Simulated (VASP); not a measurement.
# Au (I4/mmm) in VASP: a series of runs, part 2 of 2

VASP 6.6.1. The steps go on from the part before.

## 5. Single point, r2SCAN (strain -0.050 along x and y, +0.000 along z)

Contents of POSCAR:

```
Au
1.0
   -1.5558035833      1.5558035833      1.6376879824
    1.5558035833     -1.5558035833      1.6376879824
    1.5558035833      1.5558035833     -1.6376879824
Au
1
Direct
    0.0000000000      0.0000000000      0.0000000000
```

Contents of INCAR.step1:

```
PREC = Accurate
ENCUT = 520
ISMEAR = 0
SIGMA = 0.15
LREAL = False
LASPH = True
NELM = 100
NBANDS = 12
GGA = PE
ALGO = Normal
EDIFF = 1E-4
LWAVE = True
LCHARG = False
```

Contents of INCAR.step2:

```
PREC = Accurate
ENCUT = 520
EDIFF = 1E-6
ISMEAR = 0
SIGMA = 0.15
LREAL = False
LASPH = True
NELM = 100
ALGO = Normal
ISIF = 2
LWAVE = False
LCHARG = True
METAGGA = R2SCAN
LMIXTAU = True
LELF = True
LVHAR = True
NBANDS = 12
ISTART = 1
```

Contents of KPOINTS:

```
Automatic mesh
0
Gamma
  26 26 26
```

Potentials or basis: VASP PAW PBE potentials, release 64 (Au).

Started as:

```console
cat potpaw_PBE.64/Au/POTCAR > POTCAR
cp INCAR.step1 INCAR
mpirun -np 1 vasp_std > vasp.out
cp INCAR.step2 INCAR
mpirun -np 1 vasp_std > vasp.out
```

OUTCAR:

```text
PREC = Accurate
   ENCUT = 520
   EDIFF = 1E-6
   ISMEAR = 0
   LREAL = False
   LASPH = True
   NELM = 100
   ISIF = 2
   METAGGA = R2SCAN
   ISTART = 1

 ion  position               nearest neighbor table
   1  0.000  0.000  0.000-

  LATTYP: Found a body centered tetragonal cell.
 ALAT       =     3.1116071666
 C/A-ratio  =     1.0526315789

  Lattice vectors:

 A1 = (  -1.5558035833,   1.5558035833,   1.6376879824)
 A2 = (   1.5558035833,  -1.5558035833,   1.6376879824)
 A3 = (   1.5558035833,   1.5558035833,  -1.6376879824)

Analysis of symmetry for initial positions (statically):
=====================================================================
 Subroutine PRICEL returns:
 Original cell was already a primitive cell.

 Routine SETGRP: Setting up the symmetry group for a
 body centered tetragonal supercell.

 Subroutine GETGRP returns: Found 16 space group operations
 (whereof 16 operations were pure point group operations)
 out of a pool of 16 trial point group operations.

The static configuration has the point symmetry D_4h.

Analysis of symmetry for dynamics (positions and initial velocities):
=====================================================================
 Subroutine PRICEL returns:
 Original cell was already a primitive cell.

 Routine SETGRP: Setting up the symmetry group for a
 body centered tetragonal supercell.

 Subroutine GETGRP returns: Found 16 space group operations
 (whereof 16 operations were pure point group operations)
 out of a pool of 16 trial point group operations.

The dynamic configuration has the point symmetry D_4h.

 Subroutine INISYM returns: Found 16 space group operations
 (whereof 16 operations are pure point group operations),
 and found     1 'primitive' translations

----------------------------------------------------------------------------------------

                                     Primitive cell

  volume of cell :      15.8563

  direct lattice vectors                    reciprocal lattice vectors
    -1.555803583  1.555803583  1.637687982     0.000000000  0.321377329  0.305308463
     1.555803583 -1.555803583  1.637687982     0.321377329  0.000000000  0.305308463
     1.555803583  1.555803583 -1.637687982     0.321377329  0.321377329  0.000000000

  length of vectors
     2.742821815  2.742821815  2.742821815     0.443279421  0.443279421  0.454496177

  position of ions in fractional coordinates (direct lattice)
     0.000000000  0.000000000  0.000000000

  ion indices of the primitive-cell ions
   primitive index   ion index
                 1           1

----------------------------------------------------------------------------------------

 KPOINTS: Automatic mesh

Automatic generation of k-mesh.
 Grid dimensions read from file:
 generate k-points for:   26   26   26

 Generating k-lattice:

  Cartesian coordinates                     Fractional coordinates (reciprocal lattice)
     0.000000000  0.012360666  0.011742633     0.038461538  0.000000000 -0.000000000
     0.012360666  0.000000000  0.011742633     0.000000000  0.038461538 -0.000000000
     0.012360666  0.012360666  0.000000000     0.000000000  0.000000000  0.038461538

  Length of vectors
     0.017049208  0.017049208  0.017480622

  Shift w.r.t. Gamma in fractional coordinates (k-lattice)
     0.000000000  0.000000000  0.000000000

 Subroutine IBZKPT returns following result:
 ===========================================

 Found   1330 irreducible k-points:

 Following reciprocal coordinates:
            Coordinates               Weight
  0.000000  0.000000  0.000000      1.000000
  0.038462  0.000000 -0.000000      8.000000
  0.076923  0.000000 -0.000000      8.000000
  0.115385  0.000000  0.000000      8.000000
  0.153846  0.000000 -0.000000      8.000000
  0.192308 -0.000000  0.000000      8.000000
[... 16 lines left out ...]
  0.346154  0.038462  0.000000     16.000000
  0.384615  0.038462 -0.000000     16.000000
 [... further k-points ...]
   k-points           NKPTS =   1330   k-points in BZ     NKDIM =   1330   number of bands    NBANDS=     12
   number of dos      NEDOS =    301   number of ions     NIONS =      1
   total plane-waves  NPLWV =   8000
   dimension x,y,z NGX =    20 NGY =   20 NGZ =   20
   dimension x,y,z NGXF=    40 NGYF=   40 NGZF=   40
   ions per type =               1
   NGX,Y,Z   is equivalent  to a cutoff of  12.12, 12.12, 12.12 a.u.
   NGXF,Y,Z  is equivalent  to a cutoff of  24.24, 24.24, 24.24 a.u.
 SYSTEM =  unknown system
   PREC   = accura    normal or accurate (medium, high low for compatibility)
   ISTART =      1    job   : 0-new  1-cont  2-samecut
   ICHARG =      0    charge: 1-file 2-atom 10-const
   ISPIN  =      1    spin polarized calculation?
   LNONCOLLINEAR =      F non collinear calculations
   LSORBIT =      F    spin-orbit coupling
   LASPH  =      T    aspherical Exc in radial PAW
   ENCUT  =  520.0 eV  38.22 Ry    6.18 a.u.   5.10  5.10  5.10*2*pi/ulx,y,z
   NELM   =    100;   NELMIN=  2; NELMDL=  0     # of ELM steps
   EDIFF  = 0.1E-05   stopping-criterion for ELM
   LREAL  =      F    real-space projection
   EDIFFG = 0.1E-04   stopping-criterion for IOM
   NSW    =      0    number of steps for IOM
   IBRION =     -1    ionic relax: 0-MD 1-quasi-New 2-CG
   NFREE  =      0    steps in history (QN), initial steepest desc. (CG)
   ISIF   =      2    stress and relaxation
   ISYM   =      2    0-nonsym 1-usesym 2-fastsym
   POTIM  = 0.5000    time-step for ionic-motion
   TEBEG  =    0.0;   TEEND  =   0.0 temperature during run
   PSTRESS=    0.0 pullay stress
   NELECT =      11.0000    total number of electrons
   NUPDOWN=      -1.0000    fix difference up-down
   EMIN   =  10.00;   EMAX   =-10.00  energy-range for DOS
   EFERMI =   0.00;   METHOD = LEGACY
   ISMEAR =     0;   SIGMA  =   0.15  broadening in eV -4-tet -1-fermi 0-gaus
   EFERMI_NEDOS =   21; number of points for ismear=-14 and -15
   IALGO  =     38    algorithm
   IMIX   =      4    mixing-type and parameters
     AMIX     =   0.40;   BMIX     =  1.00
     AMIX_MAG =   1.60;   BMIX_MAG =  1.00
  volume/ion in A,a.u.               =      15.86       107.00
  Fermi-wavevector in a.u.,A,eV,Ry     =   1.449235  2.738657 28.576075  2.100282
  Thomas-Fermi vector in A             =   2.566985
   LORBIT       =      0    0 simple, 1 ext, 2 COOP (PROOUT), +10 PAW based schemes
   METAGGA = R2SCAN    functional components
   LHFCALC =     F    Hartree Fock is set to
   AEXX    =    0.0000 exact exchange contribution
   IVDW    =     0    specifies the selected vdW correction
   LEPSILON=     F    determine dielectric tensor
   LRPA    =     F    only Hartree local field effects (RPA)
 non-spin polarized calculation
 Gauss-broadening in eV      SIGMA  =   0.15
  energy-cutoff  :      520.00
  volume of cell :       15.86
 maximum number of plane-waves:       440
   NGX = 11   NGY = 11   NGZ = 11

 number of electron      11.0000001 magnetization

 Free energy of the ion-electron system (eV)
  ---------------------------------------------------
  ext. energy  EPLUGINS =         0.00000000
  ---------------------------------------------------
  free energy    TOTEN  =       -50.46867446 eV

  energy without entropy =      -50.46636395  energy(sigma->0) =      -50.46751921

 E-fermi :  10.6071     XC(G=0): -14.1454

 val. band max:       10.6033138460   @ k =   0.5000   0.0769   0.0385
 cond. band min:      10.6237265173   @ k =   0.4615   0.0385   0.0385
 fundamental gap:      0.0204126713
 Fermi energy:        10.6071180924

 k-point     1 :       0.0000    0.0000    0.0000
  band No.  band energies     occupation
      1      -0.3257      2.00000
      2       4.8914      2.00000
      3       4.8914      2.00000
      4       5.2638      2.00000
      5       6.9822      2.00000
      6       7.4148      2.00000
      7      27.3759      0.00000
      8      28.3349      0.00000
      9      28.3349      0.00000
     10      35.9554      0.00000
     11      37.4070      0.00000
     12      37.9260      0.00000
[... 331 lines left out ...]
 k-point    24 :       0.3846    0.0385   -0.0000
  band No.  band energies     occupation
      1       2.3855      2.00000
      2       3.9902      2.00000
      3       6.7616      2.00000
      4       7.2071      2.00000
      5       7.8596      2.00000
      6       8.8791      2.00000
      7      17.0057      0.00000
      8      24.4166      0.00000
      9      26.8444      0.00000
     10      34.2247      0.00000
     11      34.4885      0.00000
     12      35.6658      0.00000

 [... further k-points ...]

------------------------ aborting loop because EDIFF is reached ----------------------------------------

  FORCE on cell =-STRESS in cart. coord.  units (eV):
  Direction    XX          YY          ZZ          XY          YZ          ZX
  --------------------------------------------------------------------------------------
  -------------------------------------------------------------------------------------
  Total        2.1696634      2.1696634      2.2017580      0.0000000     -0.0000000      0.0000000
  in kB      219.2311425    219.2311425    222.4741073      0.0000000     -0.0000000      0.0000000
  external PRESSURE =     220.3121308 kB  Pullay stress =       0.0000000 kB

 VOLUME and BASIS-vectors are now :
 -----------------------------------------------------------------------------
  energy-cutoff  :      520.00
  volume of cell :       15.86
      direct lattice vectors                 reciprocal lattice vectors
    -1.555803583  1.555803583  1.637687982     0.000000000  0.321377329  0.305308463
     1.555803583 -1.555803583  1.637687982     0.321377329  0.000000000  0.305308463
     1.555803583  1.555803583 -1.637687982     0.321377329  0.321377329  0.000000000

 POSITION                                       TOTAL-FORCE (eV/Angst)
 -----------------------------------------------------------------------------------
      0.00000      0.00000      0.00000         0.000000      0.000000      0.000000
 -----------------------------------------------------------------------------------
    total drift:                                0.000000     -0.000000      0.000000

  FREE ENERGIE OF THE ION-ELECTRON SYSTEM (eV)
  ---------------------------------------------------
  free  energy   TOTEN  =       -50.4686744603 eV

  energy  without entropy=      -50.4663639521  energy(sigma->0) =      -50.46751921
```

OUTCAR.step1:

```text
PREC = Accurate
   ENCUT = 520
   ISMEAR = 0
   LREAL = False
   LASPH = True
   NELM = 100
[... 575 lines left out ...]

 POSITION                                       TOTAL-FORCE (eV/Angst)
 -----------------------------------------------------------------------------------
      0.00000      0.00000      0.00000         0.000000      0.000000      0.000000
 -----------------------------------------------------------------------------------
    total drift:                                0.000000     -0.000000      0.000000

  FREE ENERGIE OF THE ION-ELECTRON SYSTEM (eV)
  ---------------------------------------------------
  free  energy   TOTEN  =        -3.0552721245 eV

  energy  without entropy=       -3.0528047402  energy(sigma->0) =       -3.05403843
```

Wall time 8.3 min (1 thread of Intel Xeon Platinum 8488C (Sapphire Rapids), shared host); peak memory 0.34 GiB.

Results:

| Quantity | Value |
| --- | --- |
| Free energy | -50.4687 eV |
| Pressure | 22.0 GPa |

Caveat: the cell differs from its parent crystal (strain -0.050 along x and y, +0.000 along z); the PAW data sets were made with another functional, which shifts forces and pressure a little; spin-orbit coupling is left out, which moves the levels of the heavy elements.

## 6. The runs side by side

| cell | gap on the mesh (eV) | pressure (GPa) |
| --- | --- | --- |
| a = 2.884 Å, angles 108.8, 108.8, 110.8°, 1 atom | none | -6.1 |
| a = 2.861 Å, angles 108.1, 108.1, 112.1°, 1 atom | none | -2.9 |
| a = 2.860 Å, angles 110.1, 110.1, 108.1°, 1 atom | none | -3.0 |
| a = 2.743 Å, angles 110.9, 110.9, 106.7°, 1 atom | none | 22.0 |

Alike in all rows: task single point; level r2SCAN; potentials or basis VASP PAW PBE potentials, release 64 (Au); no spin polarisation; k mesh 26 × 26 × 26; cutoff (eV) 520; smearing gaussian 0.15 eV.

Caveats: the PAW data sets were made with another functional, which shifts forces and pressure a little; spin-orbit coupling is left out, which moves the levels of the heavy elements.

Total energies depend on the potentials used, so only differences within one code and one set of settings carry meaning.
